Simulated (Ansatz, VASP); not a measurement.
# Ge: VASP beside Ansatz

Contents of POSCAR:

```
Ge
1.0
   -2.5744897190      2.5744897190      1.3974126432
    2.5744897190     -2.5744897190      1.3974126432
    2.5744897190      2.5744897190     -1.3974126432
Ge
2
Direct
    0.2500000000      0.7500000000      0.5000000000
    0.5000000000      0.5000000000      0.0000000000
```

Contents of INCAR.step1:

```
SYSTEM = Ge
ALGO = Normal ; EDIFF = 1E-4
ENCUT = 520 ; GGA = PE
ISMEAR = -1 ; LASPH = .TRUE.
LCHARG = .FALSE. ; LREAL = .FALSE.
LWAVE = .TRUE. ; NBANDS = 21
NELM = 60 ; PREC = Accurate
SIGMA = 0.05
```

INCAR.step2

```
SYSTEM = Ge
ALGO = Normal ; EDIFF = 1E-8
ENCUT = 520 ; ISIF = 2
ISMEAR = -1 ; ISTART = 1
LASPH = .TRUE. ; LCHARG = .FALSE.
LEFG = .TRUE. ; LMIXTAU = .TRUE.
LREAL = .FALSE. ; LWAVE = .FALSE.
METAGGA = R2SCAN ; NBANDS = 21
NELM = 60 ; PREC = Accurate
SIGMA = 0.05
```

File KPOINTS:

```
k-points
0
G
  16 16 16
  0 0 0
```

Input for Ansatz:

```yaml
crystal:
  lattice:
    - [-2.574489719, 2.574489719, 1.3974126432]
    - [2.574489719, -2.574489719, 1.3974126432]
    - [2.574489719, 2.574489719, -1.3974126432]
  atoms:
    - { symbol: Ge, position: [0.25, 0.75, 0.5] }
    - { symbol: Ge, position: [0.5, 0.5, 0.0] }
kpoints:
  mp_grid: { grid: [16, 16, 16] }
  band_path:
    path:
      - [0.0, 0.0, 0.0]
      - [0.0, 0.0, 0.5]
      - [-0.5, 0.5, 0.5]
      - [0.0, 0.0, 0.0]
      - [0.323655812, 0.323655812, -0.323655812]
      - [-0.323655812, 0.676344188, 0.323655812]
      - [-0.5, 0.5, 0.5]
      - [0.0, 0.0, 0.5]
      - [0.25, 0.25, 0.25]
    npoints: 8
scf:
  occupations: { method: fermi_dirac, width: 0.05 }
hamiltonian:
  xc: r2scan
  pseudopotentials: { kind: paw }
output:
  forces: true
  stress: true
  eigenvalues: true
  efg: { contact_densities: true }
  populations: true
  bader: true
  dos: { projected: true, de: 0.2, e_range: [-14, 8] }
  write_density: true
  write_potential: true
  elf: true
  volumetric_format: npy
```

Alike in both runs: task electric field gradients; functional r2SCAN; k mesh 16 × 16 × 16; occupations fermi-dirac, width 0.05 eV; no spin polarisation.

|  | VASP | Ansatz |
| --- | --- | --- |
| version | VASP 6.6.1 | Ansatz 0.2.0 |
| potentials or method | VASP PAW PBE potentials, release 64 (Ge_d) | PAW with Ansatz's default frozen-core files, scalar-relativistic |
| plane-wave cutoff (eV) | 520 | 500 |
| valence electrons in the cell | 28 | 28 |

```csv
,VASP,Ansatz,Ansatz less VASP
pressure (GPa),0.4,0.6,+0.16
"traceless stress, the component that is largest in VASP (GPa)",0.55,0.57,+0.017
size of Vzz on the site where it differs most (V/Å²),26.7,28.2,+1.59
```

VASP's potentials were made for PBE, not for r2SCAN. With one functional, cell and mesh, what is left measures potentials, basis and numerics.
